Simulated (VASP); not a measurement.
# HfO2 (Fm-3m) in VASP: notebook

The runs below take HfO2 through vibrations by perturbation theory, with PBEsol.

Program: VASP 6.6.1. These are calculated values, not measurements. Logs are shortened: lines on timing, memory, paths and dates and some standing lists are left out, and cuts for length are marked.

**1. The cell of the first run**

Symmetry: Fm-3m, No. 225, cubic system. Conventional cell: a = 5.063 Å, b = 5.063 Å, c = 5.063 Å, α = 90.00°, β = 90.00°, γ = 90.00°. Within 2.9 Å of Hf (site symmetry m-3m) lie 8 O at 2.19 Å. O (site symmetry -43m) has 4 Hf at 2.19 Å and 6 O at 2.53 Å within 2.9 Å.

**2. Vibrations by perturbation theory, PBEsol**

Input file INCAR:

```
SYSTEM = HfO2
PREC = Accurate
ENCUT = 520
EDIFF = 1E-8
ISMEAR = 0
SIGMA = 0.01
LREAL = .FALSE.
LASPH = .TRUE.
NELM = 100
ALGO = Normal
ISIF = 2
LWAVE = .FALSE.
LCHARG = .TRUE.
GGA = PS
IBRION = 8
NSW = 1
LEPSILON = .TRUE.
```

Input file KPOINTS:

```
Automatic mesh
0
G
  8 8 8
  0 0 0
```

Input file POSCAR:

```
HfO2
1.0
    0.0000000000      2.5316731198      2.5316731198
    2.5316731198      0.0000000000      2.5316731198
    2.5316731198      2.5316731198      0.0000000000
Hf O
1 2
Direct
    0.0000000000      0.0000000000      0.0000000000
    0.2500000000      0.2500000000      0.2500000000
    0.7500000000      0.7500000000      0.7500000000
```

Potentials or basis: VASP PAW PBE potentials, release 64 (Hf_pv, O).

Command:

```console
$ cat potpaw_PBE.64/Hf_pv/POTCAR potpaw_PBE.64/O/POTCAR > POTCAR
$ mpirun -np 1 vasp_std > vasp.out
```

OUTCAR:

```text
SYSTEM = HfO2
   PREC = Accurate
   ENCUT = 520
   EDIFF = 1E-8
   ISMEAR = 0
   LREAL = .FALSE.
   LASPH = .TRUE.
   NELM = 100
   ISIF = 2
   GGA = PS
   IBRION = 8
   NSW = 1
   LEPSILON = .TRUE.

 ion  position               nearest neighbor table
   1  0.000  0.000  0.000-   3 2.19   3 2.19   2 2.19   2 2.19   3 2.19   2 2.19   3 2.19   2 2.19

   2  0.250  0.250  0.250-   1 2.19   1 2.19   1 2.19   1 2.19
   3  0.750  0.750  0.750-   1 2.19   1 2.19   1 2.19   1 2.19

  LATTYP: Found a face centered cubic cell.
 ALAT       =     5.0633462396

  Lattice vectors:

 A1 = (   0.0000000000,   2.5316731198,   2.5316731198)
 A2 = (   2.5316731198,   0.0000000000,   2.5316731198)
 A3 = (   2.5316731198,   2.5316731198,   0.0000000000)

Analysis of symmetry for initial positions (statically):
=====================================================================
 Subroutine PRICEL returns:
 Original cell was already a primitive cell.

 Routine SETGRP: Setting up the symmetry group for a
 face centered cubic supercell.

 Subroutine GETGRP returns: Found 48 space group operations
 (whereof 48 operations were pure point group operations)
 out of a pool of 48 trial point group operations.

The static configuration has the point symmetry O_h .

Analysis of symmetry for dynamics (positions and initial velocities):
=====================================================================
 Subroutine PRICEL returns:
 Original cell was already a primitive cell.

 Routine SETGRP: Setting up the symmetry group for a
 face centered cubic supercell.

 Subroutine GETGRP returns: Found 48 space group operations
 (whereof 48 operations were pure point group operations)
 out of a pool of 48 trial point group operations.

The dynamic configuration has the point symmetry O_h .

 Subroutine INISYM returns: Found 48 space group operations
 (whereof 48 operations are pure point group operations),
 and found     1 'primitive' translations

----------------------------------------------------------------------------------------

                                     Primitive cell

  volume of cell :      32.4529

  direct lattice vectors                    reciprocal lattice vectors
     0.000000000  2.531673120  2.531673120    -0.197497851  0.197497851  0.197497851
     2.531673120  0.000000000  2.531673120     0.197497851 -0.197497851  0.197497851
     2.531673120  2.531673120  0.000000000     0.197497851  0.197497851 -0.197497851

  length of vectors
     3.580326462  3.580326462  3.580326462     0.342076312  0.342076312  0.342076312

  position of ions in fractional coordinates (direct lattice)
     0.000000000  0.000000000  0.000000000
     0.250000000  0.250000000  0.250000000
     0.750000000  0.750000000  0.750000000

  ion indices of the primitive-cell ions
   primitive index   ion index
                 1           1
                 2           2
                 3           3

----------------------------------------------------------------------------------------

 KPOINTS: Automatic mesh

Automatic generation of k-mesh.
 Grid dimensions read from file:
 generate k-points for:    8    8    8

 Generating k-lattice:

  Cartesian coordinates                     Fractional coordinates (reciprocal lattice)
    -0.024687231  0.024687231  0.024687231     0.125000000  0.000000000  0.000000000
     0.024687231 -0.024687231  0.024687231     0.000000000  0.125000000  0.000000000
     0.024687231  0.024687231 -0.024687231     0.000000000  0.000000000  0.125000000

  Length of vectors
     0.042759539  0.042759539  0.042759539

  Shift w.r.t. Gamma in fractional coordinates (k-lattice)
     0.000000000  0.000000000  0.000000000

 Subroutine IBZKPT returns following result:
 ===========================================

[... 553 lines left out ...]
    total drift:                                0.000000      0.000000      0.000000

  FREE ENERGIE OF THE ION-ELECTRON SYSTEM (eV)
  ---------------------------------------------------
  free  energy   TOTEN  =       -31.6208140524 eV

  energy  without entropy=      -31.6208140524  energy(sigma->0) =      -31.62081405

 HEAD OF MICROSCOPIC STATIC DIELECTRIC TENSOR (INDEPENDENT PARTICLE, excluding Hartree and local field effects)
 ------------------------------------------------------
           5.491787     0.000000    -0.000000
          -0.000000     5.491787    -0.000000
           0.000000     0.000000     5.491787
 ------------------------------------------------------

 Free energy of the ion-electron system (eV)
  ---------------------------------------------------
  ---------------------------------------------------
  free energy    TOTEN  =        -0.41157285 eV

  energy without entropy =       -0.41157285

------------------------ aborting loop because EDIFF is reached ----------------------------------------

--------------------------------------- Ionic step        2  -------------------------------------------

------------------------ aborting loop because EDIFF is reached ----------------------------------------

--------------------------------------- Ionic step        3  -------------------------------------------

------------------------ aborting loop because EDIFF is reached ----------------------------------------

 PIEZOELECTRIC TENSOR FIELD DIRECTION 3  (e Angst)
 -----------------------------------------------------------------------------
     0.00001  0.00000  0.00000           ( -0.00001  0.00000  0.00000)
     0.00000  0.00001 -0.00000           (  0.00000 -0.00001  0.00000)
     0.00000 -0.00000 -0.00043           (  0.00000  0.00000  0.00000)

 PIEZOELECTRIC TENSOR FIELD DIRECTION 3  (C/m^2)
 -----------------------------------------------------------------------------
     0.00001  0.00000  0.00000
     0.00000  0.00001 -0.00000
     0.00000 -0.00000 -0.00021

--------------------------------------- Ionic step        4  -------------------------------------------

------------------------ aborting loop because EDIFF is reached ----------------------------------------

[... ionic steps 5 to 6 ...]

--------------------------------------- Ionic step        7  -------------------------------------------

 Free energy of the ion-electron system (eV)
  ---------------------------------------------------
  ---------------------------------------------------
  free energy    TOTEN  =        -0.36566118 eV

  energy without entropy =       -0.36566118

------------------------ aborting loop because EDIFF is reached ----------------------------------------

 INTERNAL STRAIN TENSOR  FOR ION    2  DIRECTION 1   (eV/Angst):
 -----------------------------------------------------------------------------
    -0.00121  0.00000  0.00000
     0.00000  0.00068 -6.64374
     0.00000 -6.64374  0.00068

 MACROSCOPIC STATIC DIELECTRIC TENSOR (including local field effects in DFT)
 ------------------------------------------------------
           5.331511    -0.000000     0.000000
          -0.000000     5.331511     0.000000
          -0.000000     0.000000     5.331511
 ------------------------------------------------------

 PIEZOELECTRIC TENSOR (including local field effects)  for field in x, y, z        (e  Angst)
          XX          YY          ZZ          XY          YZ          ZX
  --------------------------------------------------------------------------------
  x     0.00000     0.00000     0.00000     0.00000     0.00000     0.00000
  y     0.00000     0.00000     0.00000     0.00000     0.00000     0.00000
  z     0.00000     0.00000     0.00000     0.00000     0.00000     0.00000

 PIEZOELECTRIC TENSOR (including local field effects)  for field in x, y, z        (C/m^2)
          XX          YY          ZZ          XY          YZ          ZX
  --------------------------------------------------------------------------------
  x     0.00000     0.00000     0.00000     0.00000     0.00000     0.00000
  y     0.00000     0.00000     0.00000     0.00000     0.00000     0.00000
  z     0.00000     0.00000     0.00000     0.00000     0.00000     0.00000

 BORN EFFECTIVE CHARGES (including local field effects) (in |e|, cummulative output)
 ---------------------------------------------------------------------------------
 ion    1
    1     5.51992     0.00000     0.00000
    2     0.00000     5.51992     0.00000
    3     0.00000     0.00000     5.51992
 ion    2
    1    -2.75996     0.00000     0.00000
    2     0.00000    -2.75996     0.00000
    3     0.00000     0.00000    -2.75996
 ion    3
    1    -2.75996     0.00000     0.00000
    2     0.00000    -2.75996     0.00000
    3     0.00000     0.00000    -2.75996

 INTERNAL STRAIN TENSOR FOR ION    3 for displacements in x,y,z  (eV/Angst):
          X           Y           Z          XY          YZ          ZX
  --------------------------------------------------------------------------------
  x    -0.00000    -0.00000    -0.00000     0.00000     6.64374     0.00000
  y    -0.00000     0.00000    -0.00000     0.00000     0.00000     6.64374
  z    -0.00000    -0.00000     0.00000     6.64374     0.00000     0.00000

 SECOND DERIVATIVES (NOT SYMMETRIZED)
 ------------------------------------
               1X          1Y          1Z          2X          2Y          2Z          3X          3Y          3Z
  1X    -4.823814    0.000000    0.000000    2.411907    0.000000    0.000000    2.411907    0.000000    0.000000
  1Y     0.000000   -4.823814    0.000000    0.000000    2.411907    0.000000    0.000000    2.411907    0.000000
  1Z     0.000000    0.000000   -4.823814    0.000000    0.000000    2.411907    0.000000    0.000000    2.411907
  2X     2.403262    0.000000   -0.000000  -10.644527    0.000000    0.000000    8.241265    0.000000    0.000000
  2Y     0.000000    2.403262    0.000000    0.000000  -10.644527    0.000000    0.000000    8.241265    0.000000
  2Z    -0.000000    0.000000    2.403262    0.000000    0.000000  -10.644527    0.000000    0.000000    8.241265
  3X     2.403262    0.000000   -0.000000    8.241265    0.000000    0.000000  -10.644527    0.000000    0.000000
  3Y     0.000000    2.403262    0.000000    0.000000    8.241265    0.000000    0.000000  -10.644527    0.000000
  3Z    -0.000000    0.000000    2.403262    0.000000    0.000000    8.241265    0.000000    0.000000  -10.644527

 Eigenvectors and eigenvalues of the dynamical matrix
 ----------------------------------------------------

   1 f  =   16.984718 THz   106.718132 2PiTHz  566.549215 cm-1    70.243119 meV
             X         Y         Z           dx          dy          dz
      0.000000  0.000000  0.000000     0.000000    0.000000   -0.000000
      1.265837  1.265837  1.265837     0.705023    0.054248    0.000000
      3.797510  3.797510  3.797510    -0.705023   -0.054248    0.000000
[... 43 lines left out ...]
   9 f/i=    0.004248 THz     0.026690 2PiTHz    0.141692 cm-1     0.017568 meV
             X         Y         Z           dx          dy          dz
      0.000000  0.000000  0.000000    -0.087918   -0.003192   -0.916390
      1.265837  1.265837  1.265837    -0.026370   -0.000958   -0.274861
      3.797510  3.797510  3.797510    -0.026370   -0.000958   -0.274861

--------------------------------------------------------------------------------------------------------

 MACROSCOPIC STATIC DIELECTRIC TENSOR IONIC CONTRIBUTION
 ------------------------------------------------------
          35.261948    -0.000000     0.000000
          -0.000000    35.261948    -0.000000
           0.000000    -0.000000    35.261948
 ------------------------------------------------------

 ELASTIC MODULI CONTR FROM IONIC RELAXATION (kBar)
 Direction    XX          YY          ZZ          XY          YZ          ZX
 --------------------------------------------------------------------------------
 XX          -0.0000     -0.0000     -0.0000      0.0000      0.0000      0.0000
 YY          -0.0000     -0.0000     -0.0000      0.0000      0.0000     -0.0000
 ZZ          -0.0000     -0.0000     -0.0000     -0.0000      0.0000      0.0000
 XY           0.0000      0.0000     -0.0000   -230.7695     -0.0000     -0.0000
 YZ           0.0000      0.0000      0.0000      0.0000   -230.7695     -0.0000
 ZX           0.0000     -0.0000      0.0000     -0.0000     -0.0000   -230.7695
 --------------------------------------------------------------------------------

 PIEZOELECTRIC TENSOR IONIC CONTR  for field in x, y, z        (C/m^2)
          XX          YY          ZZ          XY          YZ          ZX
  --------------------------------------------------------------------------------
  x    -0.00000     0.00000    -0.00000     0.00000     0.00000     0.00000
  y    -0.00000    -0.00000    -0.00000    -0.00000     0.00000    -0.00000
  z    -0.00000    -0.00000    -0.00000    -0.00000     0.00000    -0.00000
```

It took 5.3 min on 1 thread of Intel Xeon 6975P-C, shared host; peak memory 0.29 GiB.

Results:

| Quantity | Value |
| --- | --- |
| Electronic dielectric tensor (diagonal) | 5.33 |
| Born charges (mean of the diagonal) | Hf +5.52; O -2.76 e |
| Highest phonon frequency at Γ, LO-TO splitting left out | 567 cm⁻¹ |

Phonon frequencies in cm⁻¹ (negative: imaginary):
| q point | frequencies |
| --- | --- |
| (0.000, 0.000, 0.000) | 0 0 0 220 220 220 567 567 567 |

Electronic dielectric tensor:
```
5.33 0.00 0.00
0.00 5.33 0.00
0.00 0.00 5.33
```

Born effective charge tensors (e):
atom 1, Hf
```
5.52 0.00 0.00
0.00 5.52 0.00
0.00 0.00 5.52
```
atom 2, O
```
-2.76  0.00  0.00
 0.00 -2.76  0.00
 0.00  0.00 -2.76
```
atom 3, O
```
-2.76  0.00  0.00
 0.00 -2.76  0.00
 0.00  0.00 -2.76
```

Caveat: the cell wasn't relaxed at this level first, which shifts response properties; spin-orbit coupling is left out, which moves the levels of the heavy elements.

(Part 1 of 2 ends here.)
